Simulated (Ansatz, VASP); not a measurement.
# One calculation of PbS, two programs

File INCAR:

```
SYSTEM = PbS
ALGO = Normal ; EDIFF = 1E-6
ENCUT = 520 ; GGA = CA
ISIF = 2 ; ISMEAR = -1
LASPH = .TRUE. ; LCHARG = .TRUE.
LELF = .TRUE. ; LREAL = .FALSE.
LVHAR = .TRUE. ; LWAVE = .FALSE.
NBANDS = 17 ; NELM = 60
PREC = Accurate ; SIGMA = 0.01
```

Contents of KPOINTS:

```
k-points
0
G
  8 8 8
  0 0 0
```

Contents of POSCAR:

```
PbS
1.0
    0.0000000000      2.9451000715      2.9451000715
    2.9451000715      0.0000000000      2.9451000715
    2.9451000715      2.9451000715      0.0000000000
Pb S
1 1
Direct
    0.0000000000      0.0000000000      0.0000000000
    0.5000000000      0.5000000000      0.5000000000
```

Input for Ansatz:

```yaml
crystal:
  lattice:
    - [0.0, 2.9451000715, 2.9451000715]
    - [2.9451000715, 0.0, 2.9451000715]
    - [2.9451000715, 2.9451000715, 0.0]
  atoms:
    - { symbol: Pb, position: [0.0, 0.0, 0.0] }
    - { symbol: S, position: [0.5, 0.5, 0.5] }
kpoints:
  mp_grid: { grid: [8, 8, 8] }
  band_path:
    path:
      - [0.0, 0.0, 0.0]
      - [0.5, 0.0, 0.5]
      - [0.625, 0.25, 0.625]
      - [0.375, 0.375, 0.75]
      - [0.0, 0.0, 0.0]
      - [0.5, 0.5, 0.5]
      - [0.5, 0.25, 0.75]
      - [0.5, 0.0, 0.5]
    npoints: 5
scf:
  occupations: { method: fermi_dirac, width: 0.01 }
hamiltonian:
  xc: lda
  pseudopotentials: { kind: all_electron, lapw: { basis_error: 0.0005 } }
output:
  forces: true
  stress: true
  eigenvalues: true
```

Change from the starting cell: volume scaled by 0.98.

Alike in both runs: task single point; functional LDA; k mesh 8 × 8 × 8; occupations fermi-dirac, width 0.01 eV; no spin polarisation.

```csv
,VASP,Ansatz
version,VASP 6.6.1,Ansatz 0.2.0
potentials or method,"VASP PAW LDA potentials, release 64 (Pb_d, S), cutoff 520 eV","all-electron LAPW, scalar-relativistic"
```

```tsv
	VASP	Ansatz	Ansatz less VASP
pressure (GPa)	-1.4	-1.4	-0.03
```

LDA's correlation is that of Perdew and Zunger in VASP and of Perdew and Wang (1992) in Ansatz. Ansatz ran all-electron here, and VASP with PAW potentials.

Spin-orbit coupling is off throughout.
